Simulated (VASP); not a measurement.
# Se (R-3) in VASP: a series of runs

The runs below take Se through single point, with r2SCAN.

Everything below comes from runs of VASP 6.6.1. Logs are shortened: lines on timing, memory, paths and dates and some standing lists are left out, and cuts for length are marked.

## (1) The cell of the first run

Symmetry: R-3, No. 148, trigonal system. The conventional cell has a = 11.362 Å, b = 11.362 Å, c = 4.429 Å, α = 90.00°, β = 90.00°, γ = 120.00°. Within 3.1 Å of Se (site symmetry 1) lie 2 Se at 2.36 Å.

## (2) Single point, r2SCAN

POSCAR reads:

```
Se
1.0
    5.6809998619      3.2799267995      1.4763300000
   -5.6809998619      3.2799267995      1.4763300000
    0.0000000000     -6.5598535991      1.4763300000
Se
6
Direct
    0.2806600000      0.1625100000      0.9181800000
    0.9181800000      0.2806600000      0.1625100000
    0.1625100000      0.9181800000      0.2806600000
    0.7193400000      0.8374900000      0.0818200000
    0.0818200000      0.7193400000      0.8374900000
    0.8374900000      0.0818200000      0.7193400000
```

INCAR.step1 reads:

```
  PREC = Accurate
  ENCUT = 520
  ISMEAR = 0
  SIGMA = 0.1
  LREAL = F
  LASPH = T
  NELM = 100
  NBANDS = 27
  GGA = PE
  ALGO = Normal
  EDIFF = 1E-4
  LWAVE = T
  LCHARG = F
```

INCAR.step2 reads:

```
  PREC = Accurate
  ENCUT = 520
  EDIFF = 1E-6
  ISMEAR = 0
  SIGMA = 0.1
  LREAL = F
  LASPH = T
  NELM = 100
  ALGO = Normal
  ISIF = 2
  LWAVE = F
  LCHARG = F
  METAGGA = R2SCAN
  LMIXTAU = T
  NBANDS = 27
  ISTART = 1
```

KPOINTS reads:

```
regular mesh
0
Gamma
  6 6 6
```

Potentials or basis: VASP PAW PBE potentials, release 64 (Se).

Command:

```sh
cat potpaw_PBE.64/Se/POTCAR > POTCAR
cp INCAR.step1 INCAR
mpirun -np 1 vasp_std > vasp.out
cp INCAR.step2 INCAR
mpirun -np 1 vasp_std > vasp.out
```

OUTCAR:

```text
PREC = Accurate
   ENCUT = 520
   EDIFF = 1E-6
   ISMEAR = 0
   LREAL = F
   LASPH = T
   NELM = 100
   ISIF = 2
   METAGGA = R2SCAN
   ISTART = 1

 ion  position               nearest neighbor table
   1  0.281  0.163  0.918-   5 2.36   6 2.36
   2  0.918  0.281  0.163-   4 2.36   6 2.36
   3  0.163  0.918  0.281-   4 2.36   5 2.36
   4  0.719  0.837  0.082-   2 2.36   3 2.36
   5  0.082  0.719  0.837-   1 2.36   3 2.36
   6  0.837  0.082  0.719-   1 2.36   2 2.36

  LATTYP: Found a trigonal (rhomboedric) cell.
 ALAT       =     6.7239296182
 COS(alpha) =    -0.4276877573

  Lattice vectors:

 A1 = (   5.6809998619,   3.2799267995,   1.4763300000)
 A2 = (  -5.6809998619,   3.2799267995,   1.4763300000)
 A3 = (   0.0000000000,  -6.5598535991,   1.4763300000)

Analysis of symmetry for initial positions (statically):
=====================================================================
 Subroutine PRICEL returns:
 Original cell was already a primitive cell.

 Routine SETGRP: Setting up the symmetry group for a
 trigonal (rhombohedral) supercell.

 Subroutine GETGRP returns: Found  6 space group operations
 (whereof  6 operations were pure point group operations)
 out of a pool of 12 trial point group operations.

The static configuration has the point symmetry S_6 .

Analysis of symmetry for dynamics (positions and initial velocities):
=====================================================================
 Subroutine PRICEL returns:
 Original cell was already a primitive cell.

 Routine SETGRP: Setting up the symmetry group for a
 trigonal (rhombohedral) supercell.

 Subroutine GETGRP returns: Found  6 space group operations
 (whereof  6 operations were pure point group operations)
 out of a pool of 12 trial point group operations.

The dynamic configuration has the point symmetry S_6 .

 Subroutine INISYM returns: Found  6 space group operations
 (whereof  6 operations are pure point group operations),
 and found     1 'primitive' translations

----------------------------------------------------------------------------------------

                                     Primitive cell

  volume of cell :     165.0531

  direct lattice vectors                    reciprocal lattice vectors
     5.680999862  3.279926800  1.476330000     0.088012676  0.050814142  0.225785111
    -5.680999862  3.279926800  1.476330000    -0.088012676  0.050814142  0.225785111
     0.000000000 -6.559853599  1.476330000     0.000000000 -0.101628284  0.225785111

  length of vectors
     6.723929618  6.723929618  6.723929618     0.247602958  0.247602958  0.247602958

  position of ions in fractional coordinates (direct lattice)
     0.280660000  0.162510000  0.918180000
     0.918180000  0.280660000  0.162510000
     0.162510000  0.918180000  0.280660000
     0.719340000  0.837490000  0.081820000
     0.081820000  0.719340000  0.837490000
     0.837490000  0.081820000  0.719340000

  ion indices of the primitive-cell ions
   primitive index   ion index
                 1           1
                 2           2
                 3           3
                 4           4
                 5           5
                 6           6

----------------------------------------------------------------------------------------

 KPOINTS: regular mesh

Automatic generation of k-mesh.
 Grid dimensions read from file:
 generate k-points for:    6    6    6

 Generating k-lattice:

  Cartesian coordinates                     Fractional coordinates (reciprocal lattice)
     0.014668779  0.008469024  0.037630852     0.166666667 -0.000000000 -0.000000000
    -0.014668779  0.008469024  0.037630852    -0.000000000  0.166666667 -0.000000000
     0.000000000 -0.016938047  0.037630852     0.000000000  0.000000000  0.166666667

  Length of vectors
     0.041267160  0.041267160  0.041267160

  Shift w.r.t. Gamma in fractional coordinates (k-lattice)
     0.000000000  0.000000000  0.000000000

 Subroutine IBZKPT returns following result:
 ===========================================

 Found     40 irreducible k-points:

 Following reciprocal coordinates:
            Coordinates               Weight
  0.000000  0.000000  0.000000      1.000000
  0.166667 -0.000000 -0.000000      6.000000
  0.333333  0.000000  0.000000      6.000000
  0.500000 -0.000000 -0.000000      3.000000
  0.166667  0.166667 -0.000000      6.000000
  0.333333  0.166667 -0.000000      6.000000
[... 16 lines left out ...]
  0.333333  0.333333  0.166667      6.000000
  0.500000  0.333333  0.166667      6.000000
 [... further k-points ...]
   k-points           NKPTS =     40   k-points in BZ     NKDIM =     40   number of bands    NBANDS=     27
   number of dos      NEDOS =    301   number of ions     NIONS =      6
   total plane-waves  NPLWV = 125000
   dimension x,y,z NGX =    50 NGY =   50 NGZ =   50
   dimension x,y,z NGXF=   100 NGYF=  100 NGZF=  100
   ions per type =               6
   NGX,Y,Z   is equivalent  to a cutoff of  12.36, 12.36, 12.36 a.u.
   NGXF,Y,Z  is equivalent  to a cutoff of  24.72, 24.72, 24.72 a.u.
 SYSTEM =  unknown system
   PREC   = accura    normal or accurate (medium, high low for compatibility)
   ISTART =      1    job   : 0-new  1-cont  2-samecut
   ICHARG =      0    charge: 1-file 2-atom 10-const
   ISPIN  =      1    spin polarized calculation?
   LNONCOLLINEAR =      F non collinear calculations
   LSORBIT =      F    spin-orbit coupling
   LASPH  =      T    aspherical Exc in radial PAW
   ENCUT  =  520.0 eV  38.22 Ry    6.18 a.u.  12.50 12.50 12.50*2*pi/ulx,y,z
   NELM   =    100;   NELMIN=  2; NELMDL=  0     # of ELM steps
   EDIFF  = 0.1E-05   stopping-criterion for ELM
   LREAL  =      F    real-space projection
   EDIFFG = 0.1E-04   stopping-criterion for IOM
   NSW    =      0    number of steps for IOM
   IBRION =     -1    ionic relax: 0-MD 1-quasi-New 2-CG
   NFREE  =      0    steps in history (QN), initial steepest desc. (CG)
   ISIF   =      2    stress and relaxation
   ISYM   =      2    0-nonsym 1-usesym 2-fastsym
   POTIM  = 0.5000    time-step for ionic-motion
   TEBEG  =    0.0;   TEEND  =   0.0 temperature during run
   PSTRESS=    0.0 pullay stress
   NELECT =      36.0000    total number of electrons
   NUPDOWN=      -1.0000    fix difference up-down
   EMIN   =  10.00;   EMAX   =-10.00  energy-range for DOS
   EFERMI =   0.00;   METHOD = LEGACY
   ISMEAR =     0;   SIGMA  =   0.10  broadening in eV -4-tet -1-fermi 0-gaus
   EFERMI_NEDOS =   21; number of points for ismear=-14 and -15
   IALGO  =     38    algorithm
   IMIX   =      4    mixing-type and parameters
     AMIX     =   0.40;   BMIX     =  1.00
     AMIX_MAG =   1.60;   BMIX_MAG =  1.00
  volume/ion in A,a.u.               =      27.51       185.64
  Fermi-wavevector in a.u.,A,eV,Ry     =   0.985450  1.862230 13.212768  0.971111
  Thomas-Fermi vector in A             =   2.116758
   LORBIT       =      0    0 simple, 1 ext, 2 COOP (PROOUT), +10 PAW based schemes
   METAGGA = R2SCAN    functional components
   LHFCALC =     F    Hartree Fock is set to
   AEXX    =    0.0000 exact exchange contribution
   IVDW    =     0    specifies the selected vdW correction
   LEPSILON=     F    determine dielectric tensor
   LRPA    =     F    only Hartree local field effects (RPA)
 non-spin polarized calculation
 Gauss-broadening in eV      SIGMA  =   0.10
  energy-cutoff  :      520.00
  volume of cell :      165.05
 maximum number of plane-waves:      4465
   NGX = 25   NGY = 25   NGZ = 25

 number of electron      36.0000000 magnetization

 Free energy of the ion-electron system (eV)
  ---------------------------------------------------
  ext. energy  EPLUGINS =         0.00000000
  ---------------------------------------------------
  free energy    TOTEN  =       -85.68467033 eV

  energy without entropy =      -85.68467033  energy(sigma->0) =      -85.68467033

 E-fermi :   2.5061     XC(G=0):  -9.2085

 val. band max:        2.0667107503   @ k =   0.5000   0.5000   0.5000
 cond. band min:       3.5361289325   @ k =  -0.1667   0.1667   0.1667
 fundamental gap:      1.4694181822
 Fermi energy:         2.5061235270

 k-point     1 :       0.0000    0.0000    0.0000
  band No.  band energies     occupation
      1     -14.3422      2.00000
      2     -12.5362      2.00000
      3     -12.5362      2.00000
      4     -10.1546      2.00000
      5     -10.1546      2.00000
      6      -8.3622      2.00000
[... 19 lines left out ...]
     26       9.1161      0.00000
     27       9.1161      0.00000

 k-point     2 :       0.1667   -0.0000   -0.0000
  band No.  band energies     occupation
      1     -14.2660      2.00000
      2     -12.5889      2.00000
      3     -12.5429      2.00000
      4     -10.1608      2.00000
      5     -10.0614      2.00000
      6      -8.3944      2.00000
[... 19 lines left out ...]
     26       9.1346      0.00000
     27       9.4139      0.00000

 k-point     3 :       0.3333    0.0000    0.0000
  band No.  band energies     occupation
      1     -14.0938      2.00000
      2     -12.7053      2.00000
      3     -12.5574      2.00000
      4     -10.1707      2.00000
      5      -9.8689      2.00000
      6      -8.4986      2.00000
[... 19 lines left out ...]
     26       9.3394      0.00000
     27       9.8687      0.00000

 k-point     4 :       0.5000   -0.0000   -0.0000
  band No.  band energies     occupation
      1     -13.9935      2.00000
      2     -12.7735      2.00000
      3     -12.5652      2.00000
      4     -10.1748      2.00000
      5      -9.7671      2.00000
      6      -8.5711      2.00000
[... 19 lines left out ...]
     26       9.8604      0.00000
     27      10.5793      0.00000
[... 516 lines left out ...]
      4     -10.1870      2.00000
      5     -10.0213      2.00000
      6      -8.2716      2.00000
[... 19 lines left out ...]
     26       9.0772      0.00000
     27       9.5631      0.00000

 k-point    23 :       0.3333    0.3333    0.1667
  band No.  band energies     occupation
      1     -13.9532      2.00000
      2     -12.9921      2.00000
      3     -12.8091      2.00000
      4     -10.0507      2.00000
      5      -9.7963      2.00000
      6      -8.2772      2.00000
[... 19 lines left out ...]
     26       8.6331      0.00000
     27       8.8869      0.00000

 k-point    24 :       0.5000    0.3333    0.1667
  band No.  band energies     occupation
      1     -14.0047      2.00000
      2     -13.0344      2.00000
      3     -12.7652      2.00000
      4     -10.1931      2.00000
      5      -9.8156      2.00000
      6      -8.0382      2.00000
[... 19 lines left out ...]
     26       8.6508      0.00000
     27       9.2458      0.00000

 [... further k-points ...]

------------------------ aborting loop because EDIFF is reached ----------------------------------------

  FORCE on cell =-STRESS in cart. coord.  units (eV):
  Direction    XX          YY          ZZ          XY          YZ          ZX
  --------------------------------------------------------------------------------------
  -------------------------------------------------------------------------------------
  Total        1.2006679      1.2006679      1.1646022      0.0000011     -0.0000000      0.0000000
  in kB       11.6549348     11.6549348     11.3048434      0.0000109     -0.0000000      0.0000000
  external PRESSURE =      11.5382377 kB  Pullay stress =       0.0000000 kB

 VOLUME and BASIS-vectors are now :
 -----------------------------------------------------------------------------
  energy-cutoff  :      520.00
  volume of cell :      165.05
      direct lattice vectors                 reciprocal lattice vectors
     5.680999862  3.279926800  1.476330000     0.088012676  0.050814142  0.225785111
    -5.680999862  3.279926800  1.476330000    -0.088012676  0.050814142  0.225785111
     0.000000000 -6.559853599  1.476330000     0.000000000 -0.101628284  0.225785111

 POSITION                                       TOTAL-FORCE (eV/Angst)
 -----------------------------------------------------------------------------------
      0.67121     -4.56956      2.00980         0.060688      0.079795      0.052899
      3.62175      2.86607      2.00980        -0.099448      0.012660      0.052899
     -4.29296      1.70350      2.00980         0.038760     -0.092455      0.052899
     -0.67121      4.56956      2.41919        -0.060688     -0.079795     -0.052899
     -3.62175     -2.86607      2.41919         0.099448     -0.012660     -0.052899
      4.29296     -1.70350      2.41919        -0.038760      0.092455     -0.052899
 -----------------------------------------------------------------------------------
    total drift:                                0.000000     -0.000000     -0.000000

  FREE ENERGIE OF THE ION-ELECTRON SYSTEM (eV)
  ---------------------------------------------------
  free  energy   TOTEN  =       -85.6846703288 eV

  energy  without entropy=      -85.6846703288  energy(sigma->0) =      -85.68467033
```

Run time: 18 min. Hardware: 1 thread of AMD EPYC 7R43 (Zen 3), shared host; peak memory 0.38 GiB.

What came out:

| Quantity | Value |
| --- | --- |
| Free energy | -85.6847 eV |
| Pressure | 1.2 GPa |
| Largest force | 0.113 eV/Å |
| Band gap on the k mesh | 1.47 eV, indirect (least direct gap 1.67 eV) |

Forces on the atoms (eV/Å):
```
Se   0.061  0.080  0.053
Se  -0.099  0.013  0.053
Se   0.039 -0.092  0.053
Se  -0.061 -0.080 -0.053
Se   0.099 -0.013 -0.053
Se  -0.039  0.092 -0.053
```

Caveat: the PAW data sets were made with another functional, which shifts forces and pressure a little. r2SCAN opens gaps a little over a GGA but as a rule still falls short of measured ones.

## (3) Single point, r2SCAN

This run uses another cell than the first one, of 29.72 Å³/atom, 1.080 times its volume.

POSCAR reads:

```
Se
1.0
    5.6829509076      3.2810532363      1.5939475661
   -5.6829509076      3.2810532363      1.5939475661
    0.0000000000     -6.5621064726      1.5939475660
Se
6
Direct
    0.2733727824      0.1520536996      0.9083129747
    0.9083129747      0.2733727824      0.1520536996
    0.1520536996      0.9083129747      0.2733727824
    0.7266272176      0.8479463004      0.0916870253
    0.0916870253      0.7266272176      0.8479463004
    0.8479463004      0.0916870253      0.7266272176
```

INCAR.step1 reads:

```
SYSTEM = Se
  ALGO = Normal
  EDIFF = 1E-4
  ENCUT = 520
  GGA = PE
  ISMEAR = 0
  LASPH = .TRUE.
  LCHARG = .FALSE.
  LREAL = .FALSE.
  LWAVE = .TRUE.
  NBANDS = 27
  NELM = 100
  PREC = Accurate
  SIGMA = 0.02
```

INCAR.step2 reads:

```
SYSTEM = Se
  ALGO = Normal
  EDIFF = 1E-6
  ENCUT = 520
  ISIF = 2
  ISMEAR = 0
  ISTART = 1
  LASPH = .TRUE.
  LCHARG = .FALSE.
  LMIXTAU = .TRUE.
  LREAL = .FALSE.
  LWAVE = .FALSE.
  METAGGA = R2SCAN
  NBANDS = 27
  NELM = 100
  PREC = Accurate
  SIGMA = 0.02
```

KPOINTS reads:

```
k-points
0
G
  6 6 6
  0 0 0
```

Potentials or basis: VASP PAW PBE potentials, release 64 (Se).

Command:

```sh
cat potpaw_PBE.64/Se/POTCAR > POTCAR
cp INCAR.step1 INCAR
mpirun -np 1 vasp_std > vasp.out
cp INCAR.step2 INCAR
mpirun -np 1 vasp_std > vasp.out
```

OUTCAR:

```text
SYSTEM = Se
   EDIFF = 1E-6
   ENCUT = 520
   ISIF = 2
   ISMEAR = 0
   ISTART = 1
   LASPH = .TRUE.
   LREAL = .FALSE.
   METAGGA = R2SCAN
   NELM = 100
   PREC = Accurate

 ion  position               nearest neighbor table
   1  0.273  0.152  0.908-   6 2.37   5 2.37
   2  0.908  0.273  0.152-   6 2.37   4 2.37
   3  0.152  0.908  0.273-   5 2.37   4 2.37
   4  0.727  0.848  0.092-   3 2.37   2 2.37
   5  0.092  0.727  0.848-   3 2.37   1 2.37
   6  0.848  0.092  0.727-   2 2.37   1 2.37

  LATTYP: Found a trigonal (rhomboedric) cell.
 ALAT       =     6.7529186432
 COS(alpha) =    -0.4164288678

  Lattice vectors:

 A1 = (   5.6829509076,   3.2810532363,   1.5939475661)
 A2 = (  -5.6829509076,   3.2810532363,   1.5939475661)
 A3 = (   0.0000000000,  -6.5621064726,   1.5939475660)

Analysis of symmetry for initial positions (statically):
=====================================================================
 Subroutine PRICEL returns:
 Original cell was already a primitive cell.

 Routine SETGRP: Setting up the symmetry group for a
[... 172 lines left out ...]
  free energy    TOTEN  =       -85.72439634 eV

  energy without entropy =      -85.72439634  energy(sigma->0) =      -85.72439634

 E-fermi :   1.3771     XC(G=0):  -8.8040

 val. band max:        1.2602125043   @ k =  -0.1667   0.5000   0.1667
 cond. band min:       2.9763902453   @ k =   0.3333  -0.1667  -0.3333
 fundamental gap:      1.7161777410
 Fermi energy:         1.3771018780

 k-point     1 :       0.0000    0.0000    0.0000
  band No.  band energies     occupation
      1     -14.7681      2.00000
      2     -13.0604      2.00000
      3     -13.0604      2.00000
      4     -10.6605      2.00000
      5     -10.6605      2.00000
      6      -9.0040      2.00000
[... 709 lines left out ...]
     26       8.0299      0.00000
     27       8.4778      0.00000

 [... further k-points ...]
[... 5 lines left out ...]
  --------------------------------------------------------------------------------------
  -------------------------------------------------------------------------------------
  Total       -0.0480889     -0.0480889     -0.0033047      0.0000012     -0.0000000     -0.0000000
  in kB       -0.4320591     -0.4320591     -0.0296917      0.0000105     -0.0000000     -0.0000000
  external PRESSURE =      -0.2979366 kB  Pullay stress =       0.0000000 kB

 VOLUME and BASIS-vectors are now :
 -----------------------------------------------------------------------------
  energy-cutoff  :      520.00
  volume of cell :      178.33
      direct lattice vectors                 reciprocal lattice vectors
     5.682950908  3.281053236  1.593947566     0.087982460  0.050796697  0.209124403
    -5.682950908  3.281053236  1.593947566    -0.087982460  0.050796697  0.209124403
     0.000000000 -6.562106473  1.593947566     0.000000000 -0.101593394  0.209124403

 POSITION                                       TOTAL-FORCE (eV/Angst)
 -----------------------------------------------------------------------------------
      0.68945     -4.56460      2.12591        -0.000881     -0.002924     -0.000091
      3.60833      2.87938      2.12591         0.002973      0.000699     -0.000091
     -4.29778      1.68522      2.12591        -0.002091      0.002225     -0.000091
     -0.68945      4.56460      2.65593         0.000881      0.002924      0.000091
     -3.60833     -2.87938      2.65593        -0.002973     -0.000699      0.000091
      4.29778     -1.68522      2.65593         0.002091     -0.002225      0.000091
 -----------------------------------------------------------------------------------
    total drift:                                0.000000      0.000000     -0.000000

  FREE ENERGIE OF THE ION-ELECTRON SYSTEM (eV)
  ---------------------------------------------------
  free  energy   TOTEN  =       -85.7243963431 eV

  energy  without entropy=      -85.7243963431  energy(sigma->0) =      -85.72439634
```

Wall time 20 min (1 thread of AMD EPYC 7R43 (Zen 3), shared host); peak memory 0.39 GiB.

Results:

- Free energy: -85.7244 eV
- Pressure: 0.0 GPa
- Largest force: 0.003 eV/Å
- Band gap on the k mesh: 1.72 eV, indirect (least direct gap 1.96 eV)

Forces on the atoms (eV/Å):
```
Se  -0.001 -0.003  0.000
Se   0.003  0.001  0.000
Se  -0.002  0.002  0.000
Se   0.001  0.003  0.000
Se  -0.003 -0.001  0.000
Se   0.002 -0.002  0.000
```

Levels at points of the mesh, in eV from the valence-band top:
```csv
k point,band 15,band 16,band 17,band 18,band 19,band 20,band 21,band 22
"(0.00, 0.00, 0.00)",-0.60,-0.60,-0.51,-0.51,2.20,2.20,2.97,3.28
"(0.50, 0.00, 0.00)",-1.06,-0.71,-0.20,-0.11,2.20,2.41,2.95,3.38
"(0.50, 0.50, 0.00)",-1.14,-1.01,-0.77,-0.21,1.91,2.30,2.78,3.21
"(0.50, 0.50, 0.50)",-1.27,-1.07,-1.07,-0.03,1.94,1.94,2.55,3.95
```

Caveat: the PAW data sets were made with another functional, which shifts forces and pressure a little. A k mesh can miss the band edges.
